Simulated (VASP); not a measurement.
The system is BN.

```
B N
1.0
     0.00000    1.68586    1.68586
     1.68586    0.00000    1.68586
     1.68586    1.68586    0.00000
B N
1 1
Direct
  0.00000 0.00000 0.00000
  0.25000 0.25000 0.25000
```

* Program: VASP 6.6.1
* Task: relaxation of cell and atoms
* Functional: PBEsol
* Potentials or basis: VASP PAW PBE potentials, release 64 (B, N)
* Cutoff: 600 eV
* k mesh: 10 × 10 × 10
* Occupations: fermi-dirac, width 0.03 eV
* Spin: no spin polarisation

At the start: pressure 112.8 GPa; volume 4.79 Å³/atom.

Question: How do energy, volume and symmetry change on relaxing?

Answer: Over 18 steps the energy falls by 324.5 meV/atom and the volume is 5.87 Å³/atom (+22.5 %); space group F-43m (No. 216, to 0.05 Å).

The path:
```
step  energy change (eV)  largest force (eV/Å)  pressure (GPa)  volume (Å³)
   1              0.0000                0.0000          112.80         9.58
   2              0.1252                0.0000          -61.82        15.06
   3             -0.6476                0.0000           -3.76        11.85
   4             -0.6489                0.0000           -0.67        11.76
   5             -0.6489                0.0000            0.85        11.71
   6             -0.6489                0.0000            0.84        11.71
   7             -0.6489                0.0000            0.80        11.71
   8             -0.6489                0.0000            0.79        11.71
   9             -0.6489                0.0000            0.79        11.71
  10             -0.6489                0.0000            0.79        11.71
  11             -0.6489                0.0000            0.79        11.71
  12             -0.6489                0.0000            0.78        11.71
  13             -0.6489                0.0000            0.78        11.71
  14             -0.6489                0.0000            0.76        11.72
  15             -0.6489                0.0000            0.71        11.72
  16             -0.6489                0.0000            0.62        11.72
  17             -0.6490                0.0000            0.44        11.72
  18             -0.6490                0.0000            0.09        11.74
```

Final structure:
```
CELL_PARAMETERS angstrom
0.00000 1.80365 1.80365
1.80365 0.00000 1.80365
1.80365 1.80365 0.00000
ATOMIC_POSITIONS crystal
B 0.00000 0.00000 0.00000
N 0.25000 0.25000 0.25000
```

Caveat: the volume moved by over 15 % at a fixed basis, so the end points are rough; the PAW data sets were made with another functional, which shifts forces and pressure a little.
